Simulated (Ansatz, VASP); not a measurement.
**One calculation of MnO, two programs**

```
Mn O
1.0
     2.67239    0.00000    2.67239
     0.00000    2.67239    2.67239
     0.00000    0.00000    5.34478
Mn O
2 2
Direct
  0.00000 0.00000 0.00000
  0.00000 0.00000 0.50000
  0.50000 0.50000 0.75000
  0.50000 0.50000 0.25000
```

Alike in both runs: task single point; functional LDA; k mesh 7 × 7 × 7; occupations gaussian, width 0.05 eV; collinear spin; Hubbard terms Mn d U = 6.0 eV.

|  | VASP | Ansatz |
| --- | --- | --- |
| version | VASP 6.6.1 | Ansatz 0.2.0 |
| potentials or method | VASP PAW LDA potentials, release 64 (Mn_pv, O), cutoff 600 eV | scalar-relativistic, plane waves, PAW |
| valence electrons in the cell | 38 | 42 |

VASP gave:

| Property | Result |
| --- | --- |
| gap on the k mesh at the Fermi level (eV) | 2.14 |
| least direct gap on the mesh (eV) | 3.26 |
| pressure (GPa) | 3.6 |
| net moment per atom (μB) | 0.00 |
| size of the moment on the site where the two differ most (μB) | 4.54 |

What did Ansatz give for the same quantities?

gap on the k mesh at the Fermi level (eV): 1.98; least direct gap on the mesh (eV): 3.13; pressure (GPa): 8.3; net moment per atom (μB): 0.00; size of the moment on the site where the two differ most (μB): 4.27.

LDA's correlation is that of Perdew and Zunger in VASP and of Perdew and Wang (1992) in Ansatz. Site moments also hang on the region over which each program counts them. The programs project onto different local orbitals, so the same U acts differently, and such runs can settle in different states. VASP's potentials hold 38 valence electrons a cell and Ansatz's 42, so a difference there can come from the potentials and not from the codes. Ansatz's warnings: stress scf threshold loose.
